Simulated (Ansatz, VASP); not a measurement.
NaH in VASP and in Ansatz

Contents of POSCAR:

```
NaH
1.0
   -0.0898886864      2.3970316378      2.4389796915
    2.3970316378     -0.0898886864      2.4389796915
    2.3071429514      2.3071429514      0.0000000000
Na H
1 1
Direct
    0.0000000000      0.0000000000      0.0000000000
    0.5000000000      0.5000000000      0.5000000000
```

The input INCAR.step1:

```
SYSTEM = NaH
PREC     = Accurate       ! precision mode
ENCUT    = 520            ! plane-wave cutoff, eV
ISMEAR   = -1             ! smearing method
SIGMA    = 0.2            ! smearing width, eV
LREAL    = .False.        ! projectors in reciprocal space
LASPH    = .True.         ! aspherical terms in the spheres
NELM     = 60             ! most SCF steps
NBANDS   = 11             ! bands
GGA      = PE             ! functional
ALGO     = Normal         ! electronic algorithm
EDIFF    = 1E-4           ! SCF threshold, eV
LWAVE    = .True.         ! write WAVECAR
LCHARG   = .False.        ! write CHGCAR
```

INCAR.step2

```
SYSTEM = NaH
PREC     = Accurate       ! precision mode
ENCUT    = 520            ! plane-wave cutoff, eV
EDIFF    = 1E-6           ! SCF threshold, eV
ISMEAR   = -1             ! smearing method
SIGMA    = 0.2            ! smearing width, eV
LREAL    = .False.        ! projectors in reciprocal space
LASPH    = .True.         ! aspherical terms in the spheres
NELM     = 60             ! most SCF steps
ALGO     = Normal         ! electronic algorithm
ISIF     = 2              ! what is computed and relaxed
LWAVE    = .False.        ! write WAVECAR
LCHARG   = .False.        ! write CHGCAR
METAGGA  = R2SCAN         ! meta-GGA
LMIXTAU  = .True.       
NBANDS   = 11             ! bands
ISTART   = 1
```

File KPOINTS:

```
Automatic mesh
0
Gamma
  8 8 8
  0 0 0
```

Input for Ansatz:

```yaml
crystal:
  lattice:
    - [-0.0898886864, 2.3970316378, 2.4389796915]
    - [2.3970316378, -0.0898886864, 2.4389796915]
    - [2.3071429514, 2.3071429514, 0.0]
  atoms:
    - { symbol: Na, position: [0.0, 0.0, 0.0] }
    - { symbol: H, position: [0.5, 0.5, 0.5] }
basis:
  ecutwfc: 520.0
kpoints:
  mp_grid: { grid: [8, 8, 8] }
hamiltonian:
  xc: r2scan
scf:
  occupations: { method: fermi_dirac, width: 0.2 }
output:
  forces: true
  stress: true
  eigenvalues: true
```

Change from the starting cell: engineering shear strain xy -0.0750, normal strain along z +0.0175.

Alike in both runs: task single point; functional r2SCAN; k mesh 8 × 8 × 8; occupations fermi-dirac, width 0.2 eV; no spin polarisation.

```csv
,VASP,Ansatz
version,VASP 6.6.1,Ansatz 0.2.0
potentials or method,"VASP PAW PBE potentials, release 64 (Na_pv, H), cutoff 520 eV","scalar-relativistic, plane waves, PAW"
valence electrons in the cell,8,10
```

|  | VASP | Ansatz | Ansatz less VASP |
| --- | --- | --- | --- |
| gap on the k mesh at the Fermi level (eV) | 4.12 | 4.11 | -0.013 |
| least direct gap on the mesh (eV) | 5.16 | 5.16 | +0.007 |
| pressure (GPa) | -0.6 | -0.4 | +0.25 |
| traceless stress, the component that is largest in VASP (GPa) | 1.92 | 1.84 | -0.074 |

VASP's potentials were made for PBE, not for r2SCAN. With one functional, cell and mesh, what is left measures potentials, basis and numerics. VASP's potentials hold 8 valence electrons a cell and Ansatz's 10, so a difference there can come from the potentials and not from the codes.
